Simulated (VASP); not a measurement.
Runs of VASP 6.6.1 on CdS (Hawleyite). The structure is that of space group F-43m (No. 216), or close to it. The cells are those of the table. 

| task | level | cell | cutoff (eV) | gap on the mesh (eV) | pressure (GPa) | relaxed volume (Å³/atom) |
| --- | --- | --- | --- | --- | --- | --- |
| relaxation of cell and atoms | PBE | relaxed from a = 4.125 Å, angles 60.0°, 2 atoms | 600 | (b) | 0.0 | 26.14 |
| relaxation of cell and atoms | revPBE+D3(BJ) | relaxed from a = 4.125 Å, angles 60.0°, 2 atoms | 600 | 1.27 | 0.0 | 24.97 |
| single point | PBE | a = 4.191 Å, angles 60.0°, 2 atoms | 520 | (a) | 0.3 | - |
| relaxation of cell and atoms | r2SCAN | relaxed from a = 4.125 Å, angles 60.0°, 2 atoms | 600 | 1.53 | 0.0 | 25.50 |
| single point | revPBE+D3(BJ) | a = 4.126 Å, angles 60.0°, 2 atoms | 520 | 1.28 | 0.3 | - |
| single point | r2SCAN | a = 4.157 Å, angles 60.0°, 2 atoms | 520 | 1.54 | 0.3 | - |

Alike in all rows: potentials or basis VASP PAW PBE potentials, release 64 (Cd, S); no spin polarisation; k mesh 6 × 6 × 6; smearing methfessel-paxton 0.1 eV.

Task: Estimate the missing entries.

Result: (a) 1.04; (b) 1.03.

Caveats: the PAW data sets were made with another functional, which shifts forces and pressure a little (some runs).

A k mesh can miss the band edges, and the runs leave out spin-orbit coupling on Cd.
